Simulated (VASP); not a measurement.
Wanted: the native input for a VASP 6.6.1 run.

| Item | Value |
| --- | --- |
| Task | single point |
| Functional | PBE |
| Potentials or basis | VASP PAW PBE potentials, release 64 (Cd, Te) |
| Cutoff | 520 eV |
| k mesh | 6 × 6 × 6 |
| Occupations | fermi-dirac, width 0.02 eV |
| Spin | no spin polarisation |
| Dipole correction | no |
| Further INCAR settings | ALGO = Normal; EDIFF = 1e-07; NBANDS = 16 |

The structure of CdTe lies in POSCAR:

```
CdTe
1.0
    0.0000000000      3.2799551146      3.2799551146
    3.4111533192      0.0000000000      3.2799551146
    3.4111533192      3.2799551146      0.0000000000
Cd Te
1 1
Direct
    0.0000000000      0.0000000000      0.0000000000
    0.2500000000      0.2500000000      0.2500000000
```

This cell differs from its parent crystal: uniaxial x strain +4.0%.

One way to write it, as run:

INCAR

```
SYSTEM = CdTe
  PREC = Accurate
  ENCUT = 520
  EDIFF = 1E-7
  ISMEAR = -1
  SIGMA = 0.02
  LREAL = .False.
  LASPH = .True.
  NELM = 100
  ALGO = Normal
  ISIF = 2
  LWAVE = .False.
  LCHARG = .False.
  GGA = PE
  NBANDS = 16
```

KPOINTS

```
Automatic mesh
0
Gamma
  6 6 6
  0 0 0
```

Potentials or basis: VASP PAW PBE potentials, release 64 (Cd, Te).

Run with:

```sh
$ cat potpaw_PBE.64/Cd/POTCAR potpaw_PBE.64/Te/POTCAR > POTCAR
$ mpirun -np 1 vasp_std > vasp.out
```

Results of the run:

```yaml
Pressure: -0.3 GPa
Band_gap_on_the_k_mesh: 0.50 eV, direct
```

Caveat: the cell differs from its parent crystal (uniaxial x strain +4.0%); spin-orbit coupling is left out, which moves the levels of the heavy elements.

It took 23 s on 1 thread of Intel(R) Xeon(R) Platinum 8559C (Emerald Rapids), on a shared host, peak memory 0.21 GiB.
